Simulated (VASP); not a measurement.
# Pb (Fm-3m) in VASP: further runs

Runs on Pb. Level: PBEsol. Tasks: single point.

Program: VASP 6.6.1. These are calculated values, not measurements. Logs are shortened: lines on timing, memory, paths and dates and some standing lists are left out, and cuts for length are marked.

### Step 1. The cell of the first run

Symmetry: Fm-3m, No. 225, cubic system. Conventional cell: a = 4.912 Å, b = 4.912 Å, c = 4.912 Å, α = 90.00°, β = 90.00°, γ = 90.00°. Within 4.6 Å of Pb (site symmetry m-3m) lie 12 Pb at 3.47 Å.

### Step 2. Single point, PBEsol

File INCAR:

```
SYSTEM = Pb
ALGO = Normal
EDIFF = 1E-6
ENCUT = 500
GGA = PS
GGA_COMPAT = .FALSE.
ISIF = 2
ISMEAR = 1
LASPH = .TRUE.
LCHARG = .FALSE.
LREAL = .FALSE.
LWAVE = .FALSE.
NBANDS = 13
NELM = 120
PREC = Accurate
SIGMA = 0.05
```

File KPOINTS:

```
k-points
0
G
  7 7 7
  0 0 0
```

File POSCAR:

```
Pb
1.0
    0.0000000000      2.4560405861      2.4560405861
    2.4560405861      0.0000000000      2.4560405861
    2.4560405861      2.4560405861      0.0000000000
Pb
1
Direct
    0.0000000000      0.0000000000      0.0000000000
```

Potentials or basis: VASP PAW PBE potentials, release 64 (Pb_d).

Command:

```console
> cat potpaw_PBE.64/Pb_d/POTCAR > POTCAR
> mpirun -np 1 vasp_std > vasp.out
```

OUTCAR:

```text
SYSTEM = Pb
   EDIFF = 1E-6
   ENCUT = 500
   GGA = PS
   ISIF = 2
   ISMEAR = 1
   LASPH = .TRUE.
   LREAL = .FALSE.
   NELM = 120
   PREC = Accurate

 ion  position               nearest neighbor table
   1  0.000  0.000  0.000-

  LATTYP: Found a face centered cubic cell.
 ALAT       =     4.9120811722

  Lattice vectors:

 A1 = (   0.0000000000,   2.4560405861,   2.4560405861)
 A2 = (   2.4560405861,   0.0000000000,   2.4560405861)
 A3 = (   2.4560405861,   2.4560405861,   0.0000000000)

Analysis of symmetry for initial positions (statically):
=====================================================================
 Subroutine PRICEL returns:
 Original cell was already a primitive cell.

 Routine SETGRP: Setting up the symmetry group for a
 face centered cubic supercell.

 Subroutine GETGRP returns: Found 48 space group operations
 (whereof 48 operations were pure point group operations)
 out of a pool of 48 trial point group operations.

The static configuration has the point symmetry O_h .

Analysis of symmetry for dynamics (positions and initial velocities):
=====================================================================
 Subroutine PRICEL returns:
 Original cell was already a primitive cell.

 Routine SETGRP: Setting up the symmetry group for a
 face centered cubic supercell.

 Subroutine GETGRP returns: Found 48 space group operations
 (whereof 48 operations were pure point group operations)
 out of a pool of 48 trial point group operations.

The dynamic configuration has the point symmetry O_h .

 Subroutine INISYM returns: Found 48 space group operations
 (whereof 48 operations are pure point group operations),
 and found     1 'primitive' translations

----------------------------------------------------------------------------------------

                                     Primitive cell

  volume of cell :      29.6303

  direct lattice vectors                    reciprocal lattice vectors
     0.000000000  2.456040586  2.456040586    -0.203579698  0.203579698  0.203579698
     2.456040586  0.000000000  2.456040586     0.203579698 -0.203579698  0.203579698
     2.456040586  2.456040586  0.000000000     0.203579698  0.203579698 -0.203579698

  length of vectors
     3.473365907  3.473365907  3.473365907     0.352610380  0.352610380  0.352610380

  position of ions in fractional coordinates (direct lattice)
[... 78 lines left out ...]
   ISIF   =      2    stress and relaxation
   ISYM   =      2    0-nonsym 1-usesym 2-fastsym
   POTIM  = 0.5000    time-step for ionic-motion
   TEBEG  =    0.0;   TEEND  =   0.0 temperature during run
   PSTRESS=    0.0 pullay stress
   NELECT =      14.0000    total number of electrons
   NUPDOWN=      -1.0000    fix difference up-down
   EMIN   =  10.00;   EMAX   =-10.00  energy-range for DOS
   EFERMI =   0.00;   METHOD = LEGACY
   ISMEAR =     1;   SIGMA  =   0.05  broadening in eV -4-tet -1-fermi 0-gaus
   EFERMI_NEDOS =   21; number of points for ismear=-14 and -15
   IALGO  =     38    algorithm
   IMIX   =      4    mixing-type and parameters
     AMIX     =   0.40;   BMIX     =  1.00
     AMIX_MAG =   1.60;   BMIX_MAG =  1.00
  volume/ion in A,a.u.               =      29.63       199.96
  Fermi-wavevector in a.u.,A,eV,Ry     =   1.275084  2.409558 22.120869  1.625838
  Thomas-Fermi vector in A             =   2.407816
   LORBIT       =      0    0 simple, 1 ext, 2 COOP (PROOUT), +10 PAW based schemes
   GGA     = PS    functional components
   LHFCALC =     F    Hartree Fock is set to
   AEXX    =    0.0000 exact exchange contribution
   IVDW    =     0    specifies the selected vdW correction
   LEPSILON=     F    determine dielectric tensor
   LRPA    =     F    only Hartree local field effects (RPA)
 non-spin polarized calculation
 Methfessel and Paxton  Order N= 1 SIGMA  =   0.05
  energy-cutoff  :      500.00
  volume of cell :       29.63
 maximum number of plane-waves:       761
 NGX is ok and might be reduce to    28
   NGX = 13   NGY = 13   NGZ = 13

 number of electron      13.9999999 magnetization

 Free energy of the ion-electron system (eV)
  ---------------------------------------------------
  ext. energy  EPLUGINS =         0.00000000
  ---------------------------------------------------
  free energy    TOTEN  =        -4.00593157 eV

  energy without entropy =       -4.00570667  energy(sigma->0) =       -4.00585660

 E-fermi :   7.2153     XC(G=0): -10.4509

 val. band max:        7.1909065826   @ k =   0.4286   0.2857   0.1429
 cond. band min:       7.6300731139   @ k =  -0.4286   0.4286   0.0000
 fundamental gap:      0.4391665313
 Fermi energy:         7.2152737446

 k-point     1 :       0.0000    0.0000    0.0000
  band No.  band energies     occupation
      1      -9.6324      2.00000
      2      -9.6324      2.00000
      3      -9.6324      2.00000
      4      -9.4795      2.00000
      5      -9.4795      2.00000
      6      -4.5632      2.00000
      7      14.9600      0.00000
      8      14.9600      0.00000
      9      14.9600      0.00000
     10      17.1386      0.00000
     11      18.9742      0.00000
     12      20.0157      0.00000
     13      20.0157      0.00000
[... 290 lines left out ...]
  band No.  band energies     occupation
      1      -9.6613      2.00000
      2      -9.5734      2.00000
      3      -9.5116      2.00000
      4      -9.4298      2.00000
      5      -9.3184      2.00000
      6       0.5938      2.00000
      7       5.6050      2.00000
      8       5.8575      2.00000
      9       8.7921      0.00000
     10      16.5167      0.00000
     11      20.0397      0.00000
     12      20.8955      0.00000
     13      21.1943      0.00000

------------------------ aborting loop because EDIFF is reached ----------------------------------------

  FORCE on cell =-STRESS in cart. coord.  units (eV):
  Direction    XX          YY          ZZ          XY          YZ          ZX
  --------------------------------------------------------------------------------------
  -------------------------------------------------------------------------------------
  Total        0.1955714      0.1955714      0.1955714     -0.0000000      0.0000000      0.0000000
  in kB       10.5749762     10.5749762     10.5749762     -0.0000000      0.0000000      0.0000000
  external PRESSURE =      10.5749762 kB  Pullay stress =       0.0000000 kB

 VOLUME and BASIS-vectors are now :
 -----------------------------------------------------------------------------
  energy-cutoff  :      500.00
  volume of cell :       29.63
      direct lattice vectors                 reciprocal lattice vectors
     0.000000000  2.456040586  2.456040586    -0.203579698  0.203579698  0.203579698
     2.456040586  0.000000000  2.456040586     0.203579698 -0.203579698  0.203579698
     2.456040586  2.456040586  0.000000000     0.203579698  0.203579698 -0.203579698

 POSITION                                       TOTAL-FORCE (eV/Angst)
 -----------------------------------------------------------------------------------
      0.00000      0.00000      0.00000        -0.000000     -0.000000      0.000000
 -----------------------------------------------------------------------------------
    total drift:                               -0.000000     -0.000000     -0.000000

  FREE ENERGIE OF THE ION-ELECTRON SYSTEM (eV)
  ---------------------------------------------------
  free  energy   TOTEN  =        -4.0059315727 eV

  energy  without entropy=       -4.0057066687  energy(sigma->0) =       -4.00585660
```

It took 7.6 s on 1 thread of AMD EPYC 7R43 (Zen 3), shared host; peak memory 0.11 GiB.

What came out:

* Free energy: -4.0059 eV
* Pressure: 1.1 GPa
* Band gap on the k mesh: zero (band 7 reaches 14.96 eV, above the bottom of band 8 at 5.86 eV)

Caveat: the PAW data sets were made with another functional, which shifts forces and pressure a little; spin-orbit coupling is left out, which moves the levels of the heavy elements.

### Step 3. Single point, PBEsol

This run uses another cell than the first one, of 30.24 Å³/atom, 1.020 times its volume.

File INCAR:

```
SYSTEM = Pb
PREC     = Accurate       ! precision mode
ENCUT    = 500            ! plane-wave cutoff, eV
EDIFF    = 1E-6           ! SCF threshold, eV
ISMEAR   = 1              ! smearing method
SIGMA    = 0.05           ! smearing width, eV
LREAL    = .FALSE.        ! projectors in reciprocal space
LASPH    = .TRUE.         ! aspherical terms in the spheres
NELM     = 120            ! most SCF steps
ALGO     = Normal         ! electronic algorithm
ISIF     = 2              ! what is computed and relaxed
LWAVE    = .FALSE.        ! write WAVECAR
LCHARG   = .FALSE.        ! write CHGCAR
GGA      = PS             ! functional
NBANDS   = 13             ! bands
GGA_COMPAT= .FALSE.
```

File KPOINTS:

```
Automatic mesh
0
G
  7 7 7
  0 0 0
```

File POSCAR:

```
Pb
1.0
    0.0000000000      2.4726359584      2.4726359584
    2.4726359584      0.0000000000      2.4726359584
    2.4726359584      2.4726359584      0.0000000000
Pb
1
Direct
    0.0000000000      0.0000000000      0.0000000000
```

Potentials or basis: VASP PAW PBE potentials, release 64 (Pb_d).

Command:

```console
> cat potpaw_PBE.64/Pb_d/POTCAR > POTCAR
> mpirun -np 1 vasp_std > vasp.out
```

Run time: 7.6 s. Hardware: 1 thread of AMD EPYC 7R43 (Zen 3), shared host; peak memory 0.12 GiB.

The run converged. Its results:

```
Free energy            : -4.0082 eV
Pressure               : 0.0 GPa
Band gap on the k mesh : zero (band 7 reaches 14.57 eV, above the bottom of band 8 at 5.67 eV)
```

Levels at points of the mesh, in eV from the Fermi level:
```
           k point  band 4  band 5  band 6  band 7  band 8  band 9  band 10  band 11
(0.00, 0.00, 0.00)  -16.66  -16.66  -11.61    7.62    7.62    7.62     9.94    11.53
```

Caveat: the PAW data sets were made with another functional, which shifts forces and pressure a little; spin-orbit coupling is left out, which moves the levels of the heavy elements.

### Step 4. Single point, PBEsol

This run uses another cell than the first one, of 30.84 Å³/atom, 1.041 times its volume.

File INCAR:

```
SYSTEM = Pb
PREC     = Accurate       ! precision mode
ENCUT    = 500            ! plane-wave cutoff, eV
EDIFF    = 1E-6           ! SCF threshold, eV
ISMEAR   = 1              ! smearing method
SIGMA    = 0.05           ! smearing width, eV
LREAL    = .False.        ! projectors in reciprocal space
LASPH    = .True.         ! aspherical terms in the spheres
NELM     = 120            ! most SCF steps
ALGO     = Normal         ! electronic algorithm
ISIF     = 2              ! what is computed and relaxed
LWAVE    = .False.        ! write WAVECAR
LCHARG   = .False.        ! write CHGCAR
GGA      = PS             ! functional
NBANDS   = 13             ! bands
GGA_COMPAT= .False.
```

File KPOINTS:

```
Automatic mesh
0
Gamma
  7 7 7
  0 0 0
```

File POSCAR:

```
Pb
1.0
    0.0000000000      2.4890115082      2.4890115082
    2.4890115082      0.0000000000      2.4890115082
    2.4890115082      2.4890115082      0.0000000000
Pb
1
Direct
    0.0000000000      0.0000000000      0.0000000000
```

Command:

```console
> cat potpaw_PBE.64/Pb_d/POTCAR > POTCAR
> mpirun -np 1 vasp_std > vasp.out
```

Wall time 7.8 s (1 thread of AMD EPYC 7R43 (Zen 3), shared host); peak memory 0.12 GiB.

Results (log left out):

- Free energy: -4.0069 eV
- Pressure: -0.8 GPa
- Band gap on the k mesh: zero (band 7 reaches 14.20 eV, above the bottom of band 8 at 5.49 eV)

Levels at points of the mesh, in eV from the Fermi level:
```
           k point  band 3  band 4  band 5  band 6  band 7  band 8  band 9  band 10  band 11  band 12
(0.00, 0.00, 0.00)  -16.77  -16.63  -16.63  -11.46    7.48    7.48    7.48     9.95    11.30    12.55
```

Caveat: the PAW data sets were made with another functional, which shifts forces and pressure a little; spin-orbit coupling is left out, which moves the levels of the heavy elements.

### Step 5. The runs side by side

```csv
cell,gap on the mesh (eV),pressure (GPa)
"a = 3.473 Å, angles 60.0°, 1 atom",none,1.1
"a = 3.497 Å, angles 60.0°, 1 atom",none,0.0
"a = 3.520 Å, angles 60.0°, 1 atom",none,-0.8
```

Alike in all rows: task single point; level PBEsol; potentials or basis VASP PAW PBE potentials, release 64 (Pb_d); no spin polarisation; k mesh 7 × 7 × 7; cutoff (eV) 500; smearing methfessel-paxton 0.05 eV.

Caveats: the PAW data sets were made with another functional, which shifts forces and pressure a little; spin-orbit coupling is left out, which moves the levels of the heavy elements.

Absolute energies hang on the potentials; compare differences alone.
